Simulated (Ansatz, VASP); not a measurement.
Two plane-wave programs on BaTe

INCAR

```
SYSTEM = BaTe
PREC = Accurate ; ENCUT = 500
EDIFF = 1E-6 ; ISMEAR = 0
SIGMA = 0.01 ; LREAL = .FALSE.
LASPH = .TRUE. ; NELM = 120
ALGO = Normal ; ISIF = 2
LWAVE = .FALSE. ; LCHARG = .FALSE.
GGA = PE ; NBANDS = 15
GGA_COMPAT = .FALSE.
```

File KPOINTS:

```
regular mesh
0
G
  4 4 4
  0 0 0
```

File POSCAR:

```
BaTe
1.0
    4.2448181589      0.0000000000      0.0000000000
    0.0000000000      4.2448181589      0.0000000000
    0.0000000000      0.0000000000      4.2448181589
Ba Te
1 1
Direct
    0.0000000000      0.0000000000      0.0000000000
    0.5000000000      0.5000000000      0.5000000000
```

Input for Ansatz:

```yaml
crystal:
  lattice:
    - [4.2448181589, 0.0, 0.0]
    - [0.0, 4.2448181589, 0.0]
    - [0.0, 0.0, 4.2448181589]
  atoms:
    - { symbol: Ba, position: [0.0, 0.0, 0.0] }
    - { symbol: Te, position: [0.5, 0.5, 0.5] }
kpoints:
  mp_grid: { grid: [4, 4, 4] }
hamiltonian:
  xc: pbe
scf:
  occupations: { method: fixed }
  n_extra_bands: 4
  convergence: { dr2_threshold: 1.0e-12 }
  max_iter: 86
output:
  forces: true
  stress: true
  eigenvalues: true
```

Alike in both runs: task single point; functional PBE; k mesh 4 × 4 × 4; no spin polarisation.

|  | VASP | Ansatz |
| --- | --- | --- |
| version | VASP 6.6.1 | Ansatz 0.2.0 |
| potentials or method | VASP PAW PBE potentials, release 64 (Ba_sv, Te) | plane waves |
| plane-wave cutoff (eV) | 500 | 420 |
| occupations | gaussian, width 0.01 eV | fixed |
| valence electrons in the cell | 16 | 26 |

|  | VASP | Ansatz | Ansatz less VASP |
| --- | --- | --- | --- |
| gap on the k mesh at the Fermi level (eV) | 0.74 | 0.84 | +0.105 |
| pressure (GPa) | 0.6 | 0.1 | -0.48 |

VASP's potentials hold 16 valence electrons a cell and Ansatz's 26, so a difference there can come from the potentials and not from the codes.

Neither program's run includes spin-orbit coupling.
